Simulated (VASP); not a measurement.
Runs of VASP 6.6.1 on Er3RuC. The structure is that of space group P4/mmm (No. 123), or close to it. The cells are those of the table. The cell was generated, and may not be a known phase.

```csv
task,spin,cell,k mesh,gap on the mesh (eV),pressure (GPa)
single point,off,"a = 5.138, b = 5.138, c = 4.688 Å, 5 atoms",4 × 4 × 4,none,1.1
relaxation of cell and atoms,off,"relaxed from a = 4.672, b = 4.672, c = 4.748 Å, 5 atoms",4 × 4 × 4,none,-0.1
single point,"collinear, ferromagnetic start","a = 5.138, b = 5.138, c = 4.688 Å, 5 atoms",4 × 4 × 4,none,1.1
single point,off,"a = 4.672, b = 4.672, c = 4.748 Å, 5 atoms",4 × 4 × 4,none,24.2
single point,off,"a = 5.156, b = 5.156, c = 4.678 Å, 5 atoms",8 × 8 × 8,none,(a)
```

Alike in all rows: level PBE; potentials or basis VASP PAW PBE potentials, release 64 (Er_3, Ru_pv, C), 4f in core; cutoff (eV) 600; smearing gaussian 0.1 eV.

Question: Fill in the values left out.

Answer: (a) 0.7.

Caveats: spin-orbit coupling is left out, which moves the levels of the heavy elements; the 4f electrons are frozen in the core, so they carry no moment and show no levels; the magnetic or orbital state may not be the lowest (at least some runs); the moments typed at the start vanished in this run (at least some runs); the stress differs along the axes, from 6 to 33 GPa (at least some runs).

A k mesh can miss the band edges, and the runs leave out spin-orbit coupling on Er, Ru.

A gap of «none» marks levels without a gap at the run's occupations.
